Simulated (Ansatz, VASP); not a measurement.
**Mo in VASP and in Ansatz**

```
Mo
1.0
    -1.58381    1.58381    1.58381
     1.58381   -1.58381    1.58381
     1.58381    1.58381   -1.58381
Mo
1
Direct
  0.00000 0.00000 0.00000
```

Alike in both runs: task relaxation of cell and atoms; functional PBEsol; dispersion D3(BJ); k mesh 12 × 12 × 12; occupations fermi-dirac, width 0.05 eV; no spin polarisation.

|  | VASP | Ansatz |
| --- | --- | --- |
| version | VASP 6.6.1 | Ansatz 0.2.0 |
| potentials or method | VASP PAW PBE potentials, release 64 (Mo_sv), cutoff 600 eV | all-electron LAPW, scalar-relativistic |

VASP gave:

* relaxed volume (Å³/atom): 14.94
* relaxed cell length with the largest relative difference (Å): 2.687

Problem. Estimate Ansatz's values.

Solution. Relaxed volume (Å³/atom): 14.92; relaxed cell length with the largest relative difference (Å): 2.686.

VASP's potentials were made for PBE, not for PBEsol. Ansatz ran all-electron here, and VASP with PAW potentials.
